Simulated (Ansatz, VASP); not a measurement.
**Two plane-wave programs on BaTiO3**

```
Ba Ti O
1.0
     2.62332    1.51457    2.80668
    -2.62332    1.51457    2.80668
     0.00000   -3.02915    2.80668
Ba Ti O
1 1 3
Direct
  0.00495 0.00495 0.00495
  0.51919 0.51919 0.51919
  0.48839 0.48839 0.97777
  0.48839 0.97777 0.48839
  0.97777 0.48839 0.48839
```

Alike in both runs: task single point; functional PBE; k mesh 6 × 6 × 6; occupations gaussian, width 0.05 eV; no spin polarisation.

```csv
,VASP,Ansatz
version,VASP 6.6.1,Ansatz 0.2.0
potentials or method,"VASP PAW PBE potentials, release 64 (Ba_sv, Ti_sv, O), cutoff 520 eV","scalar-relativistic, plane waves, PAW"
valence electrons in the cell,40,40
```

VASP gave:

| Item | Value |
| --- | --- |
| gap on the k mesh at the Fermi level (eV) | 1.87 |
| least direct gap on the mesh (eV) | 2.09 |
| pressure (GPa) | 8.7 |
| traceless stress, the component that is largest in VASP (GPa) | -33.96 |
| rms of the force components (eV/Å) | 0.589 |

**Question.** Estimate Ansatz's values.

**Answer.** gap on the k mesh at the Fermi level (eV): 1.90; least direct gap on the mesh (eV): 2.10; pressure (GPa): 6.7; traceless stress, the component that is largest in VASP (GPa): -32.55; rms of the force components (eV/Å): 0.609.

Atom by atom the forces differ by 0.043 eV/Å (rms over components).

Spin-orbit coupling is off throughout.
